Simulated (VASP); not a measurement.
SnO, 4 atoms in the cell. The structure is hexagonal, space group P6_3mc (No. 186). Conventional cell: a = 3.427 Å, b = 3.427 Å, c = 9.372 Å, α = 90.00°, β = 90.00°, γ = 120.00°. Sn (site symmetry 3m) has 3 O at 2.24 Å within 3.0 Å. Within 3.0 Å of O (site symmetry 3m) lie 3 Sn at 2.24 Å.  This cell differs from its parent crystal: volume changed by +6%.

| Quantity | Value |
| --- | --- |
| Program | VASP 6.6.1 |
| Task | single point |
| Functional | PBE |
| Potentials or basis | VASP PAW PBE potentials, release 64 (Sn_d, O) |
| Cutoff | 520 eV |
| k mesh | 9 × 9 × 2 |
| Occupations | gaussian, width 0.01 eV |
| Spin | no spin polarisation |
| Dipole correction | no |
| Further INCAR settings | ALGO = Normal; EDIFF = 1e-06; NBANDS = 28 |

Potentials or basis: VASP PAW PBE potentials, release 64 (Sn_d, O).

Command:

```bash
$ cat potpaw_PBE.64/Sn_d/POTCAR potpaw_PBE.64/O/POTCAR > POTCAR
$ mpirun -np 1 vasp_std > vasp.out
```

Hardware: 1 thread of Intel(R) Xeon(R) 6975P-C (Granite Rapids) (shared host).

Task: Estimate the wall time of this run.

Result: It took 66 s on 1 thread of Intel(R) Xeon(R) 6975P-C (Granite Rapids), on a shared host, peak memory 0.24 GiB. Counts: scf iterations 14, k points 24.
